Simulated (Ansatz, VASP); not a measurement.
## Two plane-wave programs on Na2S

INCAR

```
PREC     = Accurate       # precision mode
ENCUT    = 500            # plane-wave cutoff, eV
EDIFF    = 1E-6           # SCF threshold, eV
ISMEAR   = -1             # smearing method
SIGMA    = 0.02           # smearing width, eV
LREAL    = False          # projectors in reciprocal space
LASPH    = True           # aspherical terms in the spheres
NELM     = 120            # most SCF steps
ALGO     = Normal         # electronic algorithm
ISIF     = 2              # what is computed and relaxed
LWAVE    = False          # write WAVECAR
LCHARG   = False          # write CHGCAR
GGA      = PE             # functional
NBANDS   = 17             # bands
GGA_COMPAT= False
```

KPOINTS

```
regular mesh
0
Gamma
  8 8 8
```

POSCAR

```
Na2S
1.0
    0.0000000000      3.2554374590      3.2554374590
    3.2554374590      0.0000000000      3.2554374590
    3.2554374590      3.2554374590      0.0000000000
Na S
2 1
Direct
    0.2500000000      0.2500000000      0.2500000000
    0.7500000000      0.7500000000      0.7500000000
    0.0000000000      0.0000000000      0.0000000000
```

Input for Ansatz:

```yaml
crystal:
  lattice:
    - [0.0, 3.255437459, 3.255437459]
    - [3.255437459, 0.0, 3.255437459]
    - [3.255437459, 3.255437459, 0.0]
  atoms:
    - { symbol: Na, position: [0.25, 0.25, 0.25] }
    - { symbol: Na, position: [0.75, 0.75, 0.75] }
    - { symbol: S, position: [0.0, 0.0, 0.0] }
kpoints:
  mp_grid: { grid: [8, 8, 8] }
  band_path:
    path:
      - [[0.0, 0.0, 0.0], [0.5, -8.608534654249e-35, 0.5], [0.625, 0.25, 0.625]]
      - [[0.375, 0.375, 0.75], [0.0, 0.0, 0.0], [0.5, 0.5, 0.5], [0.5, 0.25, 0.75], [0.5, -8.608534654249e-35, 0.5]]
    npoints: 10
hamiltonian:
  xc: pbe
scf:
  occupations: { method: fermi_dirac, width: 0.02 }
  n_extra_bands: 4
output:
  forces: true
  stress: true
  eigenvalues: true
```

Alike in both runs: task single point; functional PBE; k mesh 8 × 8 × 8; occupations fermi-dirac, width 0.02 eV; no spin polarisation.

|  | VASP | Ansatz |
| --- | --- | --- |
| version | VASP 6.6.1 | Ansatz 0.2.0 |
| potentials or method | VASP PAW PBE potentials, release 64 (Na_pv, S) | plane waves, PAW |
| plane-wave cutoff (eV) | 500 | 420 |
| valence electrons in the cell | 20 | 24 |

|  | VASP | Ansatz | Ansatz less VASP |
| --- | --- | --- | --- |
| gap on the k mesh at the Fermi level (eV) | 2.53 | 2.53 | +0.002 |
| pressure (GPa) | 0.8 | 0.8 | -0.01 |

The functional is the same, so the differences come from potentials, cutoffs and numerics. VASP's potentials hold 20 valence electrons a cell and Ansatz's 24, so a difference there can come from the potentials and not from the codes.
